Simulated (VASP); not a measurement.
# LiCl (Fm-3m) in VASP: further runs, part 2 of 2

VASP 6.6.1.

## (3) Vibrations by perturbation theory, PBEsol (volume scaled by 1.015)

File INCAR:

```
SYSTEM = LiCl
ALGO = Normal ; EDIFF = 1E-8
ENCUT = 520 ; GGA = PS
IBRION = 8 ; ISIF = 2
ISMEAR = 0 ; LASPH = .True.
LCHARG = .False. ; LREAL = .False.
LWAVE = .False. ; NELM = 80
NSW = 1 ; PREC = Accurate
SIGMA = 0.01
```

File KPOINTS:

```
k-points
0
Gamma
  8 8 8
  0 0 0
```

File POSCAR:

```
LiCl
1.0
    0.0000000000      2.5440003122      2.5440003122
    2.5440003122      0.0000000000      2.5440003122
    2.5440003122      2.5440003122      0.0000000000
Li Cl
1 1
Direct
    0.0000000000      0.0000000000      0.0000000000
    0.5000000000      0.5000000000      0.5000000000
```

Potentials or basis: VASP PAW PBE potentials, release 64 (Li_sv, Cl).

Started as:

```
$ cat potpaw_PBE.64/Li_sv/POTCAR potpaw_PBE.64/Cl/POTCAR > POTCAR
$ mpirun -np 1 vasp_std > vasp.out
```

OUTCAR:

```text
SYSTEM = LiCl
   EDIFF = 1E-8
   ENCUT = 520
   GGA = PS
   IBRION = 8
   ISIF = 2
   ISMEAR = 0
   LASPH = .True.
   LREAL = .False.
   NELM = 80
   NSW = 1
   PREC = Accurate

 ion  position               nearest neighbor table
   1  0.000  0.000  0.000-   2 2.54   2 2.54   2 2.54   2 2.54   2 2.54   2 2.54
   2  0.500  0.500  0.500-   1 2.54   1 2.54   1 2.54   1 2.54   1 2.54   1 2.54

  LATTYP: Found a face centered cubic cell.
 ALAT       =     5.0880006244

  Lattice vectors:

 A1 = (   0.0000000000,   2.5440003122,   2.5440003122)
 A2 = (   2.5440003122,   0.0000000000,   2.5440003122)
 A3 = (   2.5440003122,   2.5440003122,   0.0000000000)

Analysis of symmetry for initial positions (statically):
=====================================================================
 Subroutine PRICEL returns:
 Original cell was already a primitive cell.

 Routine SETGRP: Setting up the symmetry group for a
 face centered cubic supercell.

 Subroutine GETGRP returns: Found 48 space group operations
 (whereof 48 operations were pure point group operations)
 out of a pool of 48 trial point group operations.

The static configuration has the point symmetry O_h .

Analysis of symmetry for dynamics (positions and initial velocities):
=====================================================================
 Subroutine PRICEL returns:
 Original cell was already a primitive cell.

 Routine SETGRP: Setting up the symmetry group for a
 face centered cubic supercell.

 Subroutine GETGRP returns: Found 48 space group operations
 (whereof 48 operations were pure point group operations)
 out of a pool of 48 trial point group operations.

The dynamic configuration has the point symmetry O_h .

 Subroutine INISYM returns: Found 48 space group operations
 (whereof 48 operations are pure point group operations),
 and found     1 'primitive' translations

----------------------------------------------------------------------------------------

                                     Primitive cell

  volume of cell :      32.9292

  direct lattice vectors                    reciprocal lattice vectors
     0.000000000  2.544000312  2.544000312    -0.196540856  0.196540856  0.196540856
     2.544000312  0.000000000  2.544000312     0.196540856 -0.196540856  0.196540856
     2.544000312  2.544000312  0.000000000     0.196540856  0.196540856 -0.196540856

  length of vectors
     3.597759744  3.597759744  3.597759744     0.340418749  0.340418749  0.340418749

  position of ions in fractional coordinates (direct lattice)
     0.000000000  0.000000000  0.000000000
     0.500000000  0.500000000  0.500000000

  ion indices of the primitive-cell ions
   primitive index   ion index
                 1           1
                 2           2

[... 131 lines left out ...]
  band No.  band energies     occupation
      1     -42.0547      2.00000
      2     -12.7603      2.00000
      3       0.7206      2.00000
      4       0.7206      2.00000
      5       0.7206      2.00000
      6       6.9977      0.00000
      7      12.5523      0.00000
      8      12.5523      0.00000
      9      12.5523      0.00000
[... 265 lines left out ...]
 k-point    24 :      -0.3750    0.2500    0.1250
  band No.  band energies     occupation
      1     -42.0506      2.00000
      2     -12.0205      2.00000
      3      -1.9743      2.00000
      4      -0.6747      2.00000
      5       0.1033      2.00000
      6       8.8132      0.00000
      7       9.9741      0.00000
      8      11.2231      0.00000
      9      12.4936      0.00000

 [... further k-points ...]
[... 5 lines left out ...]
  --------------------------------------------------------------------------------------
  -------------------------------------------------------------------------------------
  Total       -0.1122990     -0.1122990     -0.1122990      0.0000000      0.0000000      0.0000000
  in kB       -5.4639307     -5.4639307     -5.4639307      0.0000000      0.0000000      0.0000000
  external PRESSURE =      -5.4639307 kB  Pullay stress =       0.0000000 kB

 VOLUME and BASIS-vectors are now :
 -----------------------------------------------------------------------------
  energy-cutoff  :      520.00
  volume of cell :       32.93
      direct lattice vectors                 reciprocal lattice vectors
     0.000000000  2.544000312  2.544000312    -0.196540856  0.196540856  0.196540856
     2.544000312  0.000000000  2.544000312     0.196540856 -0.196540856  0.196540856
     2.544000312  2.544000312  0.000000000     0.196540856  0.196540856 -0.196540856

 POSITION                                       TOTAL-FORCE (eV/Angst)
 -----------------------------------------------------------------------------------
      0.00000      0.00000      0.00000        -0.000000      0.000000      0.000000
      2.54400      2.54400      2.54400         0.000000     -0.000000     -0.000000
 -----------------------------------------------------------------------------------
    total drift:                                0.000000      0.000000      0.000000

  FREE ENERGIE OF THE ION-ELECTRON SYSTEM (eV)
  ---------------------------------------------------
  free  energy   TOTEN  =        -7.6385917597 eV

  energy  without entropy=       -7.6385917597  energy(sigma->0) =       -7.63859176

[... ionic steps 2 to 3 ...]

--------------------------------------- Ionic step        4  -------------------------------------------

------------------------ aborting loop because EDIFF is reached ----------------------------------------

[... ionic steps 5 to 6 ...]

--------------------------------------- Ionic step        7  -------------------------------------------

 Free energy of the ion-electron system (eV)
  ---------------------------------------------------
  ---------------------------------------------------
  free energy    TOTEN  =        -0.18822799 eV

  energy without entropy =       -0.18822799

------------------------ aborting loop because EDIFF is reached ----------------------------------------

 INTERNAL STRAIN TENSOR  FOR ION    2  DIRECTION 1   (eV/Angst):
 -----------------------------------------------------------------------------
     0.00252 -0.00000 -0.00000
     0.00000  0.00951 -0.00000
     0.00000 -0.00000  0.00951

 INTERNAL STRAIN TENSOR FOR ION    2 for displacements in x,y,z  (eV/Angst):
          X           Y           Z          XY          YZ          ZX
  --------------------------------------------------------------------------------
  x     0.00000     0.00000     0.00000     0.00000     0.00000     0.00000
  y     0.00000     0.00000     0.00000     0.00000     0.00000     0.00000
  z     0.00000     0.00000     0.00000     0.00000     0.00000     0.00000

 SECOND DERIVATIVES (NOT SYMMETRIZED)
 ------------------------------------
               1X          1Y          1Z          2X          2Y          2Z
  1X    -0.830836    0.000000    0.000000    0.830836    0.000000    0.000000
  1Y     0.000000   -0.830836    0.000000    0.000000    0.830836    0.000000
  1Z     0.000000    0.000000   -0.830836    0.000000    0.000000    0.830836
  2X     0.844388    0.000000    0.000000   -0.844388    0.000000    0.000000
  2Y     0.000000    0.844388    0.000000    0.000000   -0.844388    0.000000
  2Z     0.000000    0.000000    0.844388    0.000000    0.000000   -0.844388

 Eigenvectors and eigenvalues of the dynamical matrix
 ----------------------------------------------------

   1 f  =    5.898128 THz    37.059033 2PiTHz  196.740380 cm-1    24.392687 meV
             X         Y         Z           dx          dy          dz
      0.000000  0.000000  0.000000     0.912506   -0.000000    0.000000
      2.544000  2.544000  2.544000    -0.409064    0.000000    0.000000
[... 21 lines left out ...]
   6 f/i=    0.017810 THz     0.111905 2PiTHz    0.594083 cm-1     0.073657 meV
             X         Y         Z           dx          dy          dz
      0.000000  0.000000  0.000000     0.210176    0.107355   -0.334117
      2.544000  2.544000  2.544000     0.468843    0.239479   -0.745321

--------------------------------------------------------------------------------------------------------

 ELASTIC MODULI CONTR FROM IONIC RELAXATION (kBar)
 Direction    XX          YY          ZZ          XY          YZ          ZX
 --------------------------------------------------------------------------------
 XX           0.0000      0.0000      0.0000      0.0000      0.0000      0.0000
 YY           0.0000      0.0000      0.0000      0.0000      0.0000      0.0000
 ZZ           0.0000      0.0000      0.0000      0.0000      0.0000      0.0000
 XY           0.0000      0.0000      0.0000      0.0000      0.0000      0.0000
 YZ           0.0000      0.0000      0.0000      0.0000      0.0000      0.0000
 ZX           0.0000      0.0000      0.0000      0.0000      0.0000      0.0000
 --------------------------------------------------------------------------------
```

OSZICAR:

```text
N       E                     dE             d eps       ncg     rms          rms(c)
DAV:   1     0.436553812342E+02    0.43655E+02   -0.43396E+03   522   0.103E+03
DAV:   2    -0.550597382445E+01   -0.49161E+02   -0.45854E+02   654   0.164E+02
DAV:   3    -0.765035731130E+01   -0.21444E+01   -0.21418E+01   670   0.402E+01
[... 53 lines left out ...]
RMM:  10    -0.188227643184E+00    0.10426E-05    0.16266E-07  2426   0.331E-04    0.421E-05
RMM:  11    -0.188228141247E+00   -0.49806E-06    0.10051E-06  2472   0.151E-04    0.138E-05
RMM:  12    -0.188228044011E+00    0.97235E-07    0.20142E-06  2526   0.613E-05    0.301E-06
RMM:  13    -0.188227984352E+00    0.59660E-07    0.98155E-09  2506   0.269E-05    0.508E-06
RMM:  14    -0.188227996779E+00   -0.12428E-07    0.10810E-07  2452   0.102E-05    0.407E-07
RMM:  15    -0.188227994276E+00    0.25033E-08    0.75029E-08  2005   0.434E-06    0.414E-07
 Linear response finished
```

stdout:

```text
POSCAR found type information on POSCAR LiCl
 POSCAR found :  2 types and       2 ions
 scaLAPACK will be used
 -----------------------------------------------------------------------------
|                                                                             |
|                                                                             |
|     You enforced a specific xc type in the INCAR file but a different       |
|     I HOPE YOU KNOW WHAT YOU ARE DOING!                                     |
|                                                                             |
 -----------------------------------------------------------------------------

 LDA part: xc-table for (Slater+PW92), standard interpolation
 POSCAR, INCAR and KPOINTS ok, starting setup
 FFT: planning ... GRIDC
 FFT: planning ... GRID_SOFT
 FFT: planning ... GRID
 WAVECAR not read
 entering main loop
 Linear response reoptimize wavefunctions to high precision
 Linear response DOF=           2
 Linear response progress:
 first order change of Fermi-energy   0.19033E-04
 force on displaced ion       1 direction 1 :  -0.831   0.000   0.000
 Linear response progress:
 first order change of Fermi-energy   0.21723E-03
 force on displaced ion       2 direction 1 :  -0.844   0.000   0.000
 Linear response finished
```

Wall time 2.1 min (1 thread of Intel Xeon Platinum 8488C (Sapphire Rapids), shared host); peak memory 0.17 GiB.

Results:

```
Highest phonon frequency at Γ, LO-TO splitting left out : 197 cm⁻¹
```

Phonon frequencies in cm⁻¹ (negative: imaginary):
| q point | frequencies |
| --- | --- |
| (0.000, 0.000, 0.000) | -1 -1 -1 197 197 197 |

Caveat: the cutoff is under 1.25 times the usual one of these potentials, so pressure, stress and relaxed cells hold a basis-set (Pulay) error; the PAW data sets were made with another functional, which shifts forces and pressure a little.

## (4) Vibrations by perturbation theory, PBEsol (volume scaled by 1.015)

File INCAR:

```
PREC = Accurate
ENCUT = 520
EDIFF = 1E-8
ISMEAR = 0
SIGMA = 0.01
LREAL = F
LASPH = T
NELM = 80
ALGO = Normal
ISIF = 2
LWAVE = F
LCHARG = F
GGA = PS
IBRION = 8
NSW = 1
```

File KPOINTS:

```
regular mesh
0
Gamma
  8 8 8
```

POSCAR is that of step 3.

Potentials or basis: VASP PAW PBE potentials, release 64 (Li_sv, Cl).

Started as:

```
$ cat potpaw_PBE.64/Li_sv/POTCAR potpaw_PBE.64/Cl/POTCAR > POTCAR
$ mpirun -np 1 vasp_std > vasp.out
```

OUTCAR:

```text
PREC = Accurate
   ENCUT = 520
   EDIFF = 1E-8
   ISMEAR = 0
   LREAL = F
   LASPH = T
   NELM = 80
   ISIF = 2
   GGA = PS
   IBRION = 8
   NSW = 1

 ion  position               nearest neighbor table
   1  0.000  0.000  0.000-   2 2.54   2 2.54   2 2.54   2 2.54   2 2.54   2 2.54
   2  0.500  0.500  0.500-   1 2.54   1 2.54   1 2.54   1 2.54   1 2.54   1 2.54

  LATTYP: Found a face centered cubic cell.
 ALAT       =     5.0880006244

  Lattice vectors:

 A1 = (   0.0000000000,   2.5440003122,   2.5440003122)
[... 545 lines left out ...]
  1X    -0.830836    0.000000    0.000000    0.830836    0.000000    0.000000
  1Y     0.000000   -0.830836    0.000000    0.000000    0.830836    0.000000
  1Z     0.000000    0.000000   -0.830836    0.000000    0.000000    0.830836
  2X     0.844388    0.000000    0.000000   -0.844388    0.000000    0.000000
  2Y     0.000000    0.844388    0.000000    0.000000   -0.844388    0.000000
  2Z     0.000000    0.000000    0.844388    0.000000    0.000000   -0.844388

 Eigenvectors and eigenvalues of the dynamical matrix
 ----------------------------------------------------

   1 f  =    5.898128 THz    37.059033 2PiTHz  196.740380 cm-1    24.392687 meV
             X         Y         Z           dx          dy          dz
      0.000000  0.000000  0.000000     0.912506   -0.000000    0.000000
      2.544000  2.544000  2.544000    -0.409064    0.000000    0.000000
[... 21 lines left out ...]
   6 f/i=    0.017810 THz     0.111905 2PiTHz    0.594083 cm-1     0.073657 meV
             X         Y         Z           dx          dy          dz
      0.000000  0.000000  0.000000     0.210176    0.107355   -0.334117
      2.544000  2.544000  2.544000     0.468843    0.239479   -0.745321

--------------------------------------------------------------------------------------------------------

 ELASTIC MODULI CONTR FROM IONIC RELAXATION (kBar)
 Direction    XX          YY          ZZ          XY          YZ          ZX
 --------------------------------------------------------------------------------
 XX           0.0000      0.0000      0.0000      0.0000      0.0000      0.0000
 YY           0.0000      0.0000      0.0000      0.0000      0.0000      0.0000
 ZZ           0.0000      0.0000      0.0000      0.0000      0.0000      0.0000
 XY           0.0000      0.0000      0.0000      0.0000      0.0000      0.0000
 YZ           0.0000      0.0000      0.0000      0.0000      0.0000      0.0000
 ZX           0.0000      0.0000      0.0000      0.0000      0.0000      0.0000
 --------------------------------------------------------------------------------
```

Wall time 2.4 min (1 thread of Intel Xeon Platinum 8488C (Sapphire Rapids), shared host); peak memory 0.19 GiB.

Results:

```yaml
Highest_phonon_frequency_at_Γ_LO-TO_splitting_left_out: 197 cm⁻¹
```

Phonon frequencies in cm⁻¹ (negative: imaginary):
```csv
q point,frequencies
"(0.000, 0.000, 0.000)",-1 -1 -1 197 197 197
```

Caveat: the cutoff is under 1.25 times the usual one of these potentials, so pressure, stress and relaxed cells hold a basis-set (Pulay) error; the PAW data sets were made with another functional, which shifts forces and pressure a little.
